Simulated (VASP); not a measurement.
# TiC (Fm-3m) in VASP: settings compared

TiC is run at these levels: PBE+U, PBE; tasks: single point, relaxation of cell and atoms.

Program: VASP 6.6.1. These are calculated values, not measurements. Logs are shortened: lines on timing, memory, paths and dates and some standing lists are left out, and cuts for length are marked.

## (1) The cell of the first run

It takes space group Fm-3m (No. 225, cubic). The conventional cell has a = 4.385 Å, b = 4.385 Å, c = 4.385 Å, α = 90.00°, β = 90.00°, γ = 90.00°. Within 2.9 Å of Ti (site symmetry m-3m) lie 6 C at 2.19 Å. Within 2.9 Å of C (site symmetry m-3m) lie 6 Ti at 2.19 Å.

## (2) Single point, PBE+U

INCAR reads:

```
SYSTEM = TiC
PREC = Accurate
ENCUT = 520
EDIFF = 1E-6
ISMEAR = -1
SIGMA = 0.05
LREAL = .False.
LASPH = .True.
NELM = 150
ALGO = Normal
ISIF = 2
LWAVE = .False.
LCHARG = .False.
LMAXMIX = 4
LDAU = .True.
LDAUTYPE = 2
LDAUL = 2 -1
LDAUU = 5 0
LDAUJ = 0 0
LDAUPRINT = 1
GGA = PE
NBANDS = 15
```

KPOINTS reads:

```
Automatic mesh
0
Gamma
  11 11 11
  0 0 0
```

POSCAR reads:

```
TiC
1.0
    0.0000000000      2.1925531826      2.1925531826
    2.1925531826      0.0000000000      2.1925531826
    2.1925531826      2.1925531826      0.0000000000
Ti C
1 1
Direct
    0.0000000000      0.0000000000      0.0000000000
    0.5000000000      0.5000000000      0.5000000000
```

Potentials or basis: VASP PAW PBE potentials, release 64 (Ti_sv, C).

Run with:

```bash
> cat potpaw_PBE.64/Ti_sv/POTCAR potpaw_PBE.64/C/POTCAR > POTCAR
> mpirun -np 1 vasp_std > vasp.out
```

OUTCAR:

```text
SYSTEM = TiC
   PREC = Accurate
   ENCUT = 520
   EDIFF = 1E-6
   ISMEAR = -1
   LREAL = .False.
   LASPH = .True.
   NELM = 150
   ISIF = 2
   GGA = PE

 ion  position               nearest neighbor table
   1  0.000  0.000  0.000-   2 2.19   2 2.19   2 2.19   2 2.19   2 2.19   2 2.19
   2  0.500  0.500  0.500-   1 2.19   1 2.19   1 2.19   1 2.19   1 2.19   1 2.19

  LATTYP: Found a face centered cubic cell.
 ALAT       =     4.3851063652

  Lattice vectors:

 A1 = (   0.0000000000,   2.1925531826,   2.1925531826)
 A2 = (   2.1925531826,   0.0000000000,   2.1925531826)
 A3 = (   2.1925531826,   2.1925531826,   0.0000000000)

Analysis of symmetry for initial positions (statically):
=====================================================================
 Subroutine PRICEL returns:
 Original cell was already a primitive cell.

 Routine SETGRP: Setting up the symmetry group for a
 face centered cubic supercell.

 Subroutine GETGRP returns: Found 48 space group operations
[... 9 lines left out ...]

 Routine SETGRP: Setting up the symmetry group for a
 face centered cubic supercell.

 Subroutine GETGRP returns: Found 48 space group operations
[... 11 lines left out ...]
                                     Primitive cell

  volume of cell :      21.0805

  direct lattice vectors                    reciprocal lattice vectors
     0.000000000  2.192553183  2.192553183    -0.228044639  0.228044639  0.228044639
     2.192553183  0.000000000  2.192553183     0.228044639 -0.228044639  0.228044639
     2.192553183  2.192553183  0.000000000     0.228044639  0.228044639 -0.228044639

  length of vectors
     3.100738447  3.100738447  3.100738447     0.394984902  0.394984902  0.394984902

  position of ions in fractional coordinates (direct lattice)
[... 8 lines left out ...]
----------------------------------------------------------------------------------------

 KPOINTS: Automatic mesh

Automatic generation of k-mesh.
 Grid dimensions read from file:
 generate k-points for:   11   11   11

 Generating k-lattice:

  Cartesian coordinates                     Fractional coordinates (reciprocal lattice)
    -0.020731331  0.020731331  0.020731331     0.090909091  0.000000000  0.000000000
     0.020731331 -0.020731331  0.020731331     0.000000000  0.090909091  0.000000000
     0.020731331  0.020731331 -0.020731331     0.000000000  0.000000000  0.090909091

  Length of vectors
     0.035907718  0.035907718  0.035907718

  Shift w.r.t. Gamma in fractional coordinates (k-lattice)
     0.000000000  0.000000000  0.000000000

 Subroutine IBZKPT returns following result:
 ===========================================

 Found     56 irreducible k-points:

 Following reciprocal coordinates:
            Coordinates               Weight
  0.000000  0.000000  0.000000      1.000000
  0.090909  0.000000  0.000000      8.000000
  0.181818  0.000000  0.000000      8.000000
  0.272727  0.000000  0.000000      8.000000
  0.363636  0.000000  0.000000      8.000000
  0.454545  0.000000  0.000000      8.000000
[... 16 lines left out ...]
 -0.272727  0.181818  0.000000     24.000000
 -0.181818  0.181818  0.000000     12.000000
 [... further k-points ...]
   k-points           NKPTS =     56   k-points in BZ     NKDIM =     56   number of bands    NBANDS=     15
   number of dos      NEDOS =    301   number of ions     NIONS =      2
   total plane-waves  NPLWV =  13824
   dimension x,y,z NGX =    24 NGY =   24 NGZ =   24
   dimension x,y,z NGXF=    48 NGYF=   48 NGZF=   48
   ions per type =               1   1
   NGX,Y,Z   is equivalent  to a cutoff of  12.87, 12.87, 12.87 a.u.
   NGXF,Y,Z  is equivalent  to a cutoff of  25.74, 25.74, 25.74 a.u.
 SYSTEM =  TiC
   PREC   = accura    normal or accurate (medium, high low for compatibility)
   ISTART =      0    job   : 0-new  1-cont  2-samecut
   ICHARG =      2    charge: 1-file 2-atom 10-const
   ISPIN  =      1    spin polarized calculation?
   LNONCOLLINEAR =      F non collinear calculations
   LSORBIT =      F    spin-orbit coupling
   LASPH  =      T    aspherical Exc in radial PAW
   ENCUT  =  520.0 eV  38.22 Ry    6.18 a.u.   5.77  5.77  5.77*2*pi/ulx,y,z
   NELM   =    150;   NELMIN=  2; NELMDL= -5     # of ELM steps
   EDIFF  = 0.1E-05   stopping-criterion for ELM
   LREAL  =      F    real-space projection
   EDIFFG = 0.1E-04   stopping-criterion for IOM
   NSW    =      0    number of steps for IOM
   IBRION =     -1    ionic relax: 0-MD 1-quasi-New 2-CG
   NFREE  =      0    steps in history (QN), initial steepest desc. (CG)
   ISIF   =      2    stress and relaxation
   ISYM   =      2    0-nonsym 1-usesym 2-fastsym
   POTIM  = 0.5000    time-step for ionic-motion
   TEBEG  =    0.0;   TEEND  =   0.0 temperature during run
   PSTRESS=    0.0 pullay stress
   NELECT =      16.0000    total number of electrons
   NUPDOWN=      -1.0000    fix difference up-down
   EMIN   =  10.00;   EMAX   =-10.00  energy-range for DOS
   EFERMI =   0.00;   METHOD = LEGACY
   ISMEAR =    -1;   SIGMA  =   0.05  broadening in eV -4-tet -1-fermi 0-gaus
   EFERMI_NEDOS =   21; number of points for ismear=-14 and -15
   IALGO  =     38    algorithm
   IMIX   =      4    mixing-type and parameters
     AMIX     =   0.40;   BMIX     =  1.00
     AMIX_MAG =   1.60;   BMIX_MAG =  1.00
  volume/ion in A,a.u.               =      10.54        71.13
  Fermi-wavevector in a.u.,A,eV,Ry     =   1.493326  2.821977 30.341308  2.230023
  Thomas-Fermi vector in A             =   2.605741
   LORBIT       =      0    0 simple, 1 ext, 2 COOP (PROOUT), +10 PAW based schemes
 LDA+U is selected, type is set to LDAUTYPE =  2
   angular momentum for each species LDAUL =     2   -1
   U (eV)           for each species LDAUU =   5.0  0.0
   J (eV)           for each species LDAUJ =   0.0  0.0
   GGA     = PE    functional components
   LHFCALC =     F    Hartree Fock is set to
   AEXX    =    0.0000 exact exchange contribution
   IVDW    =     0    specifies the selected vdW correction
   LEPSILON=     F    determine dielectric tensor
   LRPA    =     F    only Hartree local field effects (RPA)
 non-spin polarized calculation
  energy-cutoff  :      520.00
  volume of cell :       21.08
 maximum number of plane-waves:       578
   NGX = 11   NGY = 11   NGZ = 11

atom =   1  type =  1  l = 2

 onsite density matrix

spin component  1

  0.1073 -0.0000 -0.0000  0.0000 -0.0000
 -0.0000  0.1073  0.0000  0.0000  0.0000
 -0.0000  0.0000  0.2769  0.0000 -0.0000
  0.0000  0.0000  0.0000  0.1073  0.0000
 -0.0000  0.0000 -0.0000  0.0000  0.2769

spin component  2

  0.1073 -0.0000 -0.0000  0.0000 -0.0000
 -0.0000  0.1073  0.0000  0.0000  0.0000
 -0.0000  0.0000  0.2769  0.0000 -0.0000
  0.0000  0.0000  0.0000  0.1073  0.0000
 -0.0000  0.0000 -0.0000  0.0000  0.2769

 occupancies and eigenvectors

  o =  0.1073  v =  1.0000  0.0000  0.0000  0.0000  0.0000  0.0000  0.0000  0.0000  0.0000  0.0000      0.0000  0.0000  0.0000  0.0000  0.0000  0.0000  0.0000  0.0000  0.0000  0.0000
  o =  0.1073  v =  0.0000  0.0000  0.0000  0.0000  0.0000  1.0000  0.0000  0.0000  0.0000  0.0000      0.0000  0.0000  0.0000  0.0000  0.0000  0.0000  0.0000  0.0000  0.0000  0.0000
  o =  0.1073  v =  0.0000  0.1922  0.0000 -0.9814 -0.0000  0.0000  0.0000  0.0000  0.0000  0.0000      0.0000  0.0000  0.0000  0.0000  0.0000  0.0000  0.0000  0.0000  0.0000  0.0000
  o =  0.1073  v =  0.0000  0.9814 -0.0000  0.1922 -0.0000  0.0000  0.0000  0.0000  0.0000  0.0000      0.0000  0.0000  0.0000  0.0000  0.0000  0.0000  0.0000  0.0000  0.0000  0.0000
  o =  0.1073  v =  0.0000  0.0000  0.0000  0.0000  0.0000  0.0000  0.1922  0.0000 -0.9814 -0.0000      0.0000  0.0000  0.0000  0.0000  0.0000  0.0000  0.0000  0.0000  0.0000  0.0000
  o =  0.1073  v =  0.0000  0.0000  0.0000  0.0000  0.0000  0.0000  0.9814 -0.0000  0.1922 -0.0000      0.0000  0.0000  0.0000  0.0000  0.0000  0.0000  0.0000  0.0000  0.0000  0.0000
  o =  0.2769  v =  0.0000  0.0000  0.0000  0.0000  0.0000  0.0000 -0.0000 -0.1709  0.0000 -0.9853      0.0000  0.0000  0.0000  0.0000  0.0000  0.0000  0.0000  0.0000  0.0000  0.0000
  o =  0.2769  v =  0.0000  0.0000 -0.9853  0.0000  0.1709  0.0000  0.0000  0.0000  0.0000  0.0000      0.0000  0.0000  0.0000  0.0000  0.0000  0.0000  0.0000  0.0000  0.0000  0.0000
  o =  0.2769  v =  0.0000  0.0000  0.0000  0.0000  0.0000  0.0000  0.0000 -0.9853  0.0000  0.1709      0.0000  0.0000  0.0000  0.0000  0.0000  0.0000  0.0000  0.0000  0.0000  0.0000
  o =  0.2769  v =  0.0000 -0.0000 -0.1709  0.0000 -0.9853  0.0000  0.0000  0.0000  0.0000  0.0000      0.0000  0.0000  0.0000  0.0000  0.0000  0.0000  0.0000  0.0000  0.0000  0.0000

 number of electron      15.9999996 magnetization

 Free energy of the ion-electron system (eV)
  ---------------------------------------------------
  ext. energy  EPLUGINS =         0.00000000
  ---------------------------------------------------
  free energy    TOTEN  =       -15.07517057 eV

  energy without entropy =      -15.07255607  energy(sigma->0) =      -15.07386332

 E-fermi :   9.6892     XC(G=0): -12.5217

 val. band max:        9.6886144925   @ k =   0.0909   0.0000   0.0000
 cond. band min:       9.7489318450   @ k =  -0.4545   0.4545   0.0000
 fundamental gap:      0.0603173525
 Fermi energy:         9.6892056796

 k-point     1 :       0.0000    0.0000    0.0000
  band No.  band energies     occupation
      1     -48.4932      2.00000
      2     -24.4920      2.00000
      3     -24.4920      2.00000
      4     -24.4920      2.00000
      5      -3.0279      2.00000
      6      10.7769      0.00000
      7      10.7769      0.00000
      8      10.7769      0.00000
      9      11.0021      0.00000
     10      11.0021      0.00000
     11      11.0021      0.00000
     12      11.0734      0.00000
     13      11.0734      0.00000
     14      19.1423      0.00000
     15      22.8636      0.00000

 k-point     2 :       0.0909    0.0000    0.0000
  band No.  band energies     occupation
      1     -48.4886      2.00000
      2     -24.5250      2.00000
      3     -24.4953      2.00000
      4     -24.4953      2.00000
      5      -2.8494      2.00000
      6       9.6329      1.51047
      7       9.6886      1.00593
      8       9.6886      1.00591
      9      10.9521      0.00000
     10      10.9521      0.00000
     11      11.6974      0.00000
     12      12.4733      0.00000
     13      12.4733      0.00000
     14      19.4820      0.00000
     15      22.9671      0.00000

 k-point     3 :       0.1818    0.0000    0.0000
  band No.  band energies     occupation
      1     -48.4762      2.00000
      2     -24.6126      2.00000
      3     -24.5041      2.00000
      4     -24.5041      2.00000
      5      -2.3348      2.00000
      6       8.0788      2.00000
      7       8.5642      2.00000
      8       8.5642      2.00000
      9      11.3280      0.00000
     10      11.3280      0.00000
     11      12.1866      0.00000
     12      13.9569      0.00000
     13      13.9569      0.00000
     14      20.0680      0.00000
     15      23.0017      0.00000

 k-point     4 :       0.2727    0.0000    0.0000
  band No.  band energies     occupation
      1     -48.4600      2.00000
      2     -24.7255      2.00000
      3     -24.5156      2.00000
      4     -24.5156      2.00000
      5      -1.5467      2.00000
      6       6.4493      2.00000
      7       7.6834      2.00000
      8       7.6834      2.00000
      9      11.8750      0.00000
     10      11.8750      0.00000
     11      12.6371      0.00000
     12      15.3452      0.00000
     13      15.3452      0.00000
     14      19.6835      0.00000
     15      23.4787      0.00000
[... 307 lines left out ...]
 k-point    22 :      -0.3636    0.1818    0.0000
  band No.  band energies     occupation
      1     -48.4307      2.00000
      2     -24.8326      2.00000
      3     -24.6212      2.00000
      4     -24.5424      2.00000
      5       0.0309      2.00000
      6       4.5535      2.00000
      7       6.6937      2.00000
      8       6.9167      2.00000
      9      12.5826      0.00000
     10      12.7218      0.00000
     11      13.5730      0.00000
     12      15.2178      0.00000
     13      16.8707      0.00000
     14      19.2249      0.00000
     15      22.8763      0.00000

 k-point    23 :      -0.2727    0.1818    0.0000
  band No.  band energies     occupation
      1     -48.4407      2.00000
      2     -24.7787      2.00000
      3     -24.6120      2.00000
      4     -24.5247      2.00000
      5      -0.6107      2.00000
      6       5.3095      2.00000
      7       7.0322      2.00000
      8       7.1249      2.00000
      9      12.0688      0.00000
     10      12.6585      0.00000
     11      13.5149      0.00000
     12      14.4223      0.00000
     13      16.9700      0.00000
     14      19.8668      0.00000
     15      22.5583      0.00000

 k-point    24 :      -0.1818    0.1818    0.0000
  band No.  band energies     occupation
      1     -48.4545      2.00000
      2     -24.7125      2.00000
      3     -24.5799      2.00000
      4     -24.5095      2.00000
      5      -1.3540      2.00000
      6       6.2902      2.00000
      7       7.3814      2.00000
      8       7.7534      2.00000
      9      11.6156      0.00000
     10      12.3222      0.00000
     11      13.1955      0.00000
     12      13.7857      0.00000
     13      16.3409      0.00000
     14      20.5365      0.00000
     15      22.5043      0.00000

 [... further k-points ...]
[... 5 lines left out ...]
  --------------------------------------------------------------------------------------
  -------------------------------------------------------------------------------------
  Total        0.6320690      0.6320690      0.6320690      0.0000000      0.0000000     -0.0000000
  in kB       48.0390821     48.0390821     48.0390821      0.0000000      0.0000000     -0.0000000
  external PRESSURE =      48.0390821 kB  Pullay stress =       0.0000000 kB

 VOLUME and BASIS-vectors are now :
 -----------------------------------------------------------------------------
  energy-cutoff  :      520.00
  volume of cell :       21.08
      direct lattice vectors                 reciprocal lattice vectors
     0.000000000  2.192553183  2.192553183    -0.228044639  0.228044639  0.228044639
     2.192553183  0.000000000  2.192553183     0.228044639 -0.228044639  0.228044639
     2.192553183  2.192553183  0.000000000     0.228044639  0.228044639 -0.228044639

 POSITION                                       TOTAL-FORCE (eV/Angst)
 -----------------------------------------------------------------------------------
      0.00000      0.00000      0.00000        -0.000000     -0.000000      0.000000
      2.19255      2.19255      2.19255         0.000000      0.000000     -0.000000
 -----------------------------------------------------------------------------------
    total drift:                                0.000000     -0.000000     -0.000000

  FREE ENERGIE OF THE ION-ELECTRON SYSTEM (eV)
  ---------------------------------------------------
  free  energy   TOTEN  =       -15.0751705747 eV

  energy  without entropy=      -15.0725560684  energy(sigma->0) =      -15.07386332
```

It took 12 s on 1 thread of AMD EPYC 9R45 (Zen 5), shared host; peak memory 0.11 GiB.

Results:

* Free energy: -15.0752 eV
* Pressure: 4.8 GPa
* Band gap on the k mesh: zero (band 8 reaches 10.78 eV, above the bottom of band 9 at 9.11 eV)

Eigenvalues of the final occupation matrices:
```
    site  spin  trace               eigenvalues
site 1 d     1   0.88  0.11 0.11 0.11 0.28 0.28
site 1 d     2   0.88  0.11 0.11 0.11 0.28 0.28
```

Caveat: U without spin polarisation on a metal has little footing; the U is typed as a test and isn't derived for this compound.

## (3) Single point, PBE+U

This run uses another cell than the first one, of 10.65 Å³/atom, 1.010 times its volume.

INCAR reads:

```
SYSTEM = TiC
PREC     = Accurate       ! precision mode
ENCUT    = 520            ! plane-wave cutoff, eV
EDIFF    = 1E-6           ! SCF threshold, eV
ISMEAR   = -1             ! smearing method
SIGMA    = 0.05           ! smearing width, eV
LREAL    = .False.        ! projectors in reciprocal space
LASPH    = .True.         ! aspherical terms in the spheres
NELM     = 150            ! most SCF steps
ALGO     = Normal         ! electronic algorithm
ISIF     = 2              ! what is computed and relaxed
LWAVE    = .False.        ! write WAVECAR
LCHARG   = .False.        ! write CHGCAR
LMAXMIX  = 4              ! l up to which the mixer works
LDAU     = .True.         ! DFT+U
LDAUTYPE = 2            
LDAUL    = 2 -1           ! shell
LDAUU    = 6 0            ! U, eV
LDAUJ    = 0 0          
LDAUPRINT= 1            
GGA      = PE             ! functional
NBANDS   = 15             ! bands
```

KPOINTS is that of step 2.

POSCAR reads:

```
TiC
1.0
    0.0000000000      2.2001819885      2.2001819885
    2.2001819885      0.0000000000      2.2001819885
    2.2001819885      2.2001819885      0.0000000000
Ti C
1 1
Direct
    0.0000000000      0.0000000000      0.0000000000
    0.5000000000      0.5000000000      0.5000000000
```

Potentials or basis: VASP PAW PBE potentials, release 64 (Ti_sv, C).

Run with:

```bash
> cat potpaw_PBE.64/Ti_sv/POTCAR potpaw_PBE.64/C/POTCAR > POTCAR
> mpirun -np 1 vasp_std > vasp.out
```

Run time: 12 s. Hardware: 1 thread of AMD EPYC 9R45 (Zen 5), shared host; peak memory 0.11 GiB.

The run converged. Its results:

| Item | Value |
| --- | --- |
| Free energy | -14.4030 eV |
| Pressure | 4.8 GPa |
| Band gap on the k mesh | zero (band 8 reaches 10.90 eV, above the bottom of band 9 at 9.07 eV) |

Levels at points of the mesh, in eV from the Fermi level:
```csv
k point,band 6,band 7,band 8,band 9,band 10,band 11
"(0.00, 0.00, 0.00)",1.20,1.20,1.20,1.25,1.25,1.25
```

Eigenvalues of the final occupation matrices:
| site | spin | trace | eigenvalues |
| --- | --- | --- | --- |
| site 1 d | 1 | 0.85 | 0.10 0.10 0.10 0.28 0.28 |
| site 1 d | 2 | 0.85 | 0.10 0.10 0.10 0.28 0.28 |

Caveat: U without spin polarisation on a metal has little footing; the U is typed as a test and isn't derived for this compound.

## (4) Single point, PBE+U

This run uses another cell than the first one, of 10.93 Å³/atom, 1.037 times its volume.

INCAR reads:

```
  ALGO = Normal
  EDIFF = 1E-7
  ENCUT = 520
  GGA = PE
  ISIF = 2
  ISMEAR = -1
  LASPH = T
  LCHARG = T
  LDAU = T
  LDAUJ = 0 0
  LDAUL = 2 -1
  LDAUPRINT = 1
  LDAUTYPE = 2
  LDAUU = 8 0
  LELF = T
  LMAXMIX = 4
  LREAL = F
  LVHAR = T
  LWAVE = F
  NBANDS = 15
  NELM = 150
  PREC = Accurate
  SIGMA = 0.05
```

KPOINTS reads:

```
k-points
0
Gamma
  11 11 11
```

POSCAR reads:

```
TiC
1.0
    0.0000000000      2.2195286854      2.2195286854
    2.2195286854      0.0000000000      2.2195286854
    2.2195286854      2.2195286854      0.0000000000
Ti C
1 1
Direct
    0.0000000000      0.0000000000      0.0000000000
    0.5000000000      0.5000000000      0.5000000000
```

Run with:

```bash
> cat potpaw_PBE.64/Ti_sv/POTCAR potpaw_PBE.64/C/POTCAR > POTCAR
> mpirun -np 1 vasp_std > vasp.out
```

Run time: 14 s. Hardware: 1 thread of AMD EPYC 9R45 (Zen 5), shared host; peak memory 0.12 GiB.

It converged, with:

```
Free energy            : -13.1159 eV
Pressure               : 3.3 GPa
Band gap on the k mesh : zero (band 8 reaches 10.77 eV, above the bottom of band 9 at 8.94 eV)
```

Levels at points of the mesh, in eV from the Fermi level:
```tsv
k point	band 4	band 5	band 6	band 7	band 8	band 9	band 10	band 11	band 12	band 13
(0.00, 0.00, 0.00)	-35.17	-12.80	1.11	1.11	1.11	1.19	1.19	1.44	1.44	1.44
```

Eigenvalues of the final occupation matrices:
```tsv
site	spin	trace	eigenvalues
site 1 d	1	0.80	0.09 0.09 0.09 0.27 0.27
site 1 d	2	0.80	0.09 0.09 0.09 0.27 0.27
```

Caveat: U without spin polarisation on a metal has little footing; the U is typed as a test and isn't derived for this compound.

[end of part 1 of 2]
